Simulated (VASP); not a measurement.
# GaN (P6_3mc) in VASP: settings compared, part 2 of 3

VASP 6.6.1. Earlier steps stand in the parts before.

## (3) Single point, r2SCAN (volume scaled by 1.04)

POSCAR reads:

```
GaN
1.0
    3.2251124982      0.0000000001      0.0000000000
   -1.6125562492      2.7930293534      0.0000000000
    0.0000000000      0.0000000000      5.2513743233
Ga N
2 2
Direct
    0.3333333333      0.6666666667     -0.0008926771
    0.6666666667      0.3333333333      0.4991073229
    0.3333333333      0.6666666667      0.3758926771
    0.6666666667      0.3333333333      0.8758926771
```

INCAR.step1 reads:

```
PREC = Accurate
ENCUT = 520
ISMEAR = 0
SIGMA = 0.05
LREAL = False
LASPH = True
NELM = 60
NBANDS = 26
GGA = PE
ALGO = Normal
EDIFF = 1E-4
LWAVE = True
LCHARG = False
```

INCAR.step2 reads:

```
PREC = Accurate
ENCUT = 520
EDIFF = 1E-6
ISMEAR = 0
SIGMA = 0.05
LREAL = False
LASPH = True
NELM = 60
ALGO = Normal
ISIF = 2
LWAVE = False
LCHARG = False
METAGGA = R2SCAN
LMIXTAU = True
NBANDS = 26
ISTART = 1
```

KPOINTS reads:

```
Automatic mesh
0
Gamma
  8 8 6
```

Potentials or basis: VASP PAW PBE potentials, release 64 (Ga_d, N).

Run with:

```
> cat potpaw_PBE.64/Ga_d/POTCAR potpaw_PBE.64/N/POTCAR > POTCAR
> cp INCAR.step1 INCAR
> mpirun -np 1 vasp_std > vasp.out
> cp INCAR.step2 INCAR
> mpirun -np 1 vasp_std > vasp.out
```

OUTCAR:

```text
PREC = Accurate
   ENCUT = 520
   EDIFF = 1E-6
   ISMEAR = 0
   LREAL = False
   LASPH = True
   NELM = 60
   ISIF = 2
   METAGGA = R2SCAN
   ISTART = 1

 ion  position               nearest neighbor table
   1  0.333  0.667  0.999-   4 1.97   4 1.97   4 1.97   3 1.98
   2  0.667  0.333  0.499-   3 1.97   3 1.97   3 1.97   4 1.98
   3  0.333  0.667  0.376-   2 1.97   2 1.97   2 1.97   1 1.98
   4  0.667  0.333  0.876-   1 1.97   1 1.97   1 1.97   2 1.98

  LATTYP: Found a hexagonal cell.
 ALAT       =     3.2251124982
 C/A-ratio  =     1.6282763241

  Lattice vectors:

 A1 = (   3.2251124982,   0.0000000001,   0.0000000000)
 A2 = (  -1.6125562492,   2.7930293534,   0.0000000000)
 A3 = (   0.0000000000,   0.0000000000,   5.2513743233)

Analysis of symmetry for initial positions (statically):
=====================================================================
 Subroutine PRICEL returns:
 Original cell was already a primitive cell.

 Routine SETGRP: Setting up the symmetry group for a
 hexagonal supercell.

 Subroutine GETGRP returns: Found 12 space group operations
 (whereof  6 operations were pure point group operations)
 out of a pool of 24 trial point group operations.

The static configuration has the point symmetry C_3v.
 The point group associated with its full space group is C_6v.

Analysis of symmetry for dynamics (positions and initial velocities):
=====================================================================
 Subroutine PRICEL returns:
 Original cell was already a primitive cell.

 Routine SETGRP: Setting up the symmetry group for a
 hexagonal supercell.

 Subroutine GETGRP returns: Found 12 space group operations
 (whereof  6 operations were pure point group operations)
 out of a pool of 24 trial point group operations.

The dynamic configuration has the point symmetry C_3v.
 The point group associated with its full space group is C_6v.

 Subroutine INISYM returns: Found 12 space group operations
 (whereof  6 operations are pure point group operations),
 and found     1 'primitive' translations

----------------------------------------------------------------------------------------

                                     Primitive cell

  volume of cell :      47.3035

  direct lattice vectors                    reciprocal lattice vectors
     3.225112498  0.000000000  0.000000000     0.310066703  0.179017095  0.000000000
    -1.612556249  2.793029353  0.000000000    -0.000000000  0.358034189  0.000000000
     0.000000000  0.000000000  5.251374323     0.000000000  0.000000000  0.190426341

  length of vectors
     3.225112498  3.225112498  5.251374323     0.358034189  0.358034189  0.190426341

  position of ions in fractional coordinates (direct lattice)
     0.333333333  0.666666667  0.999107323
     0.666666667  0.333333333  0.499107323
     0.333333333  0.666666667  0.375892677
     0.666666667  0.333333333  0.875892677

  ion indices of the primitive-cell ions
   primitive index   ion index
                 1           1
                 2           2
                 3           3
                 4           4

----------------------------------------------------------------------------------------

[... 21 lines left out ...]

 Found     40 irreducible k-points:

 Following reciprocal coordinates:
            Coordinates               Weight
  0.000000  0.000000  0.000000      1.000000
  0.125000  0.000000  0.000000      6.000000
  0.250000  0.000000  0.000000      6.000000
  0.375000  0.000000  0.000000      6.000000
  0.500000  0.000000  0.000000      3.000000
  0.125000  0.125000  0.000000      6.000000
[... 16 lines left out ...]
  0.250000  0.000000  0.333333     12.000000
  0.375000  0.000000  0.333333     12.000000
 [... further k-points ...]
   k-points           NKPTS =     40   k-points in BZ     NKDIM =     40   number of bands    NBANDS=     26
   number of dos      NEDOS =    301   number of ions     NIONS =      4
   total plane-waves  NPLWV =  23040
   dimension x,y,z NGX =    24 NGY =   24 NGZ =   40
   dimension x,y,z NGXF=    48 NGYF=   48 NGZF=   80
   ions per type =               2   2
   NGX,Y,Z   is equivalent  to a cutoff of  12.37, 12.37, 12.66 a.u.
   NGXF,Y,Z  is equivalent  to a cutoff of  24.74, 24.74, 25.33 a.u.
 SYSTEM =  unknown system
   PREC   = accura    normal or accurate (medium, high low for compatibility)
   ISTART =      1    job   : 0-new  1-cont  2-samecut
   ICHARG =      0    charge: 1-file 2-atom 10-const
   ISPIN  =      1    spin polarized calculation?
   LNONCOLLINEAR =      F non collinear calculations
   LSORBIT =      F    spin-orbit coupling
   LASPH  =      T    aspherical Exc in radial PAW
   ENCUT  =  520.0 eV  38.22 Ry    6.18 a.u.   6.00  6.00  9.76*2*pi/ulx,y,z
   NELM   =     60;   NELMIN=  2; NELMDL=  0     # of ELM steps
   EDIFF  = 0.1E-05   stopping-criterion for ELM
   LREAL  =      F    real-space projection
   EDIFFG = 0.1E-04   stopping-criterion for IOM
   NSW    =      0    number of steps for IOM
   IBRION =     -1    ionic relax: 0-MD 1-quasi-New 2-CG
   NFREE  =      0    steps in history (QN), initial steepest desc. (CG)
   ISIF   =      2    stress and relaxation
   ISYM   =      2    0-nonsym 1-usesym 2-fastsym
   POTIM  = 0.5000    time-step for ionic-motion
   TEBEG  =    0.0;   TEEND  =   0.0 temperature during run
   PSTRESS=    0.0 pullay stress
   NELECT =      36.0000    total number of electrons
   NUPDOWN=      -1.0000    fix difference up-down
   EMIN   =  10.00;   EMAX   =-10.00  energy-range for DOS
   EFERMI =   0.00;   METHOD = LEGACY
   ISMEAR =     0;   SIGMA  =   0.05  broadening in eV -4-tet -1-fermi 0-gaus
   EFERMI_NEDOS =   21; number of points for ismear=-14 and -15
   IALGO  =     38    algorithm
   IMIX   =      4    mixing-type and parameters
     AMIX     =   0.40;   BMIX     =  1.00
     AMIX_MAG =   1.60;   BMIX_MAG =  1.00
  volume/ion in A,a.u.               =      11.83        79.80
  Fermi-wavevector in a.u.,A,eV,Ry     =   1.494667  2.824512 30.395830  2.234031
  Thomas-Fermi vector in A             =   2.606911
   LORBIT       =      0    0 simple, 1 ext, 2 COOP (PROOUT), +10 PAW based schemes
   METAGGA = R2SCAN    functional components
   LHFCALC =     F    Hartree Fock is set to
   AEXX    =    0.0000 exact exchange contribution
   IVDW    =     0    specifies the selected vdW correction
   LEPSILON=     F    determine dielectric tensor
   LRPA    =     F    only Hartree local field effects (RPA)
 non-spin polarized calculation
 Gauss-broadening in eV      SIGMA  =   0.05
  energy-cutoff  :      520.00
  volume of cell :       47.30
 maximum number of plane-waves:      1296
 NGX is ok and might be reduce to    24
   NGX = 11   NGY = 11   NGZ = 19

 number of electron      35.9999958 magnetization

 Free energy of the ion-electron system (eV)
  ---------------------------------------------------
  ext. energy  EPLUGINS =         0.00000000
  ---------------------------------------------------
  free energy    TOTEN  =       -43.79211169 eV

  energy without entropy =      -43.79211169  energy(sigma->0) =      -43.79211169

 E-fermi :   4.9519     XC(G=0): -12.4341

 val. band max:        4.6833460938   @ k =   0.0000   0.0000   0.0000
 cond. band min:       6.7551653807   @ k =   0.0000   0.0000   0.0000
 fundamental gap:      2.0718192869
 Fermi energy:         4.9519226147

 k-point     1 :       0.0000    0.0000    0.0000
  band No.  band energies     occupation
      1     -11.7969      2.00000
      2     -10.9109      2.00000
      3      -9.1248      2.00000
      4      -9.1101      2.00000
      5      -9.1101      2.00000
      6      -9.0494      2.00000
[... 685 lines left out ...]
     25      16.5024      0.00000
     26      18.0812      0.00000

 [... further k-points ...]

------------------------ aborting loop because EDIFF is reached ----------------------------------------

  FORCE on cell =-STRESS in cart. coord.  units (eV):
  Direction    XX          YY          ZZ          XY          YZ          ZX
  --------------------------------------------------------------------------------------
  -------------------------------------------------------------------------------------
  Total       -1.8101297     -1.8101297     -1.7804411      0.0000000      0.0000000     -0.0000000
  in kB      -61.3093818    -61.3093818    -60.3038248      0.0000000      0.0000000     -0.0000000
  external PRESSURE =     -60.9741961 kB  Pullay stress =       0.0000000 kB

 VOLUME and BASIS-vectors are now :
 -----------------------------------------------------------------------------
  energy-cutoff  :      520.00
  volume of cell :       47.30
      direct lattice vectors                 reciprocal lattice vectors
     3.225112498  0.000000000  0.000000000     0.310066703  0.179017095  0.000000000
    -1.612556249  2.793029353  0.000000000    -0.000000000  0.358034189  0.000000000
     0.000000000  0.000000000  5.251374323     0.000000000  0.000000000  0.190426341

 POSITION                                       TOTAL-FORCE (eV/Angst)
 -----------------------------------------------------------------------------------
     -0.00000      1.86202      5.24669        -0.000000      0.000000     -0.001857
      1.61256      0.93101      2.62100         0.000000     -0.000000     -0.001857
     -0.00000      1.86202      1.97395         0.000000     -0.000000      0.001857
      1.61256      0.93101      4.59964        -0.000000     -0.000000      0.001857
 -----------------------------------------------------------------------------------
    total drift:                                0.000002      0.000003      0.022136

  FREE ENERGIE OF THE ION-ELECTRON SYSTEM (eV)
  ---------------------------------------------------
  free  energy   TOTEN  =       -43.7921116905 eV

  energy  without entropy=      -43.7921116905  energy(sigma->0) =      -43.79211169
```

Run time: 88 s. Hardware: 1 thread of Intel Xeon Platinum 8488C (Sapphire Rapids), shared host; peak memory 0.19 GiB.

What came out:

* Free energy: -43.7921 eV
* Pressure: -6.1 GPa
* Band gap on the k mesh: 2.07 eV, direct

Caveat: the PAW data sets were made with another functional, which shifts forces and pressure a little.

## (4) Relaxation of shape and atoms at fixed volume, RPBE+D4 (volume scaled by 0.96)

INCAR reads:

```
SYSTEM = GaN
PREC = Accurate ; ENCUT = 600
EDIFF = 1E-6 ; ISMEAR = 0
SIGMA = 0.05 ; LREAL = .False.
LASPH = .True. ; NELM = 60
ALGO = Normal ; ISIF = 4
LWAVE = .False. ; LCHARG = .False.
GGA = RP ; IVDW = 13
IBRION = 2 ; NSW = 60
EDIFFG = -0.01
```

KPOINTS reads:

```
regular mesh
0
Gamma
  8 8 6
  0 0 0
```

POSCAR reads:

```
GaN
1.0
    3.1270868834      0.0000000001      0.0000000000
   -1.5635434418      2.7081366808      0.0000000000
    0.0000000000      0.0000000000      5.0981637758
Ga N
2 2
Direct
    0.3333333333      0.6666666667     -0.0006948262
    0.6666666667      0.3333333333      0.4993051738
    0.3333333333      0.6666666667      0.3756948262
    0.6666666667      0.3333333333      0.8756948262
```

Run with:

```
> cat potpaw_PBE.64/Ga_d/POTCAR potpaw_PBE.64/N/POTCAR > POTCAR
> mpirun -np 1 vasp_std > vasp.out
```

It took 66 s on 1 thread of Intel Xeon Platinum 8488C (Sapphire Rapids), shared host; peak memory 0.2 GiB.

Results (log left out):

| Item | Value |
| --- | --- |
| Free energy | -25.8201 eV |
| Energy gained by relaxing | 0.0 meV/atom |
| Ionic steps | 3 |
| Pressure after relaxing | 7.8 GPa |
| Largest force after relaxing | 0.005 eV/Å |
| Band gap on the k mesh | 2.34 eV, direct |
| Dispersion energy per atom | -0.859 eV |

Forces on the atoms (eV/Å):
```
Ga   0.000  0.000  0.005
Ga   0.000  0.000  0.005
N    0.000  0.000 -0.005
N    0.000  0.000 -0.005
```

Stress tensor (GPa, compression positive):
```
7.70 0.00 0.00
0.00 7.70 0.00
0.00 0.00 7.86
```

Final structure:
```xyz
4
Lattice="3.1271 0.0000 0.0000 -1.5635 2.7081 0.0000 0.0000 0.0000 5.0981" Properties=species:S:1:pos:R:3 pbc="T T T"
Ga    0.0000    1.8054    5.0950
Ga    1.5635    0.9027    2.5459
N     0.0000    1.8054    1.9149
N     1.5635    0.9027    4.4640
```

Levels at points of the mesh, in eV from the valence-band top:
```
           k point  band 14  band 15  band 16  band 17  band 18  band 19  band 20  band 21  band 22
(0.00, 0.00, 0.00)    -1.10    -1.10    -0.06     0.00     0.00     2.34     4.71     9.62    10.30
(0.50, 0.00, 0.00)    -5.47    -4.45    -2.93    -2.36    -1.06     5.32     5.93     6.30     9.16
(0.00, 0.00, 0.50)    -3.95    -0.56    -0.56    -0.56    -0.56     4.68     4.68     8.86     8.86
(0.50, 0.00, 0.50)    -6.87    -2.07    -2.07    -2.02    -2.02     4.65     4.65     8.20     8.20
```

Caveat: the PAW data sets were made with another functional, which shifts forces and pressure a little.

(Continued in part 3 of 3.)
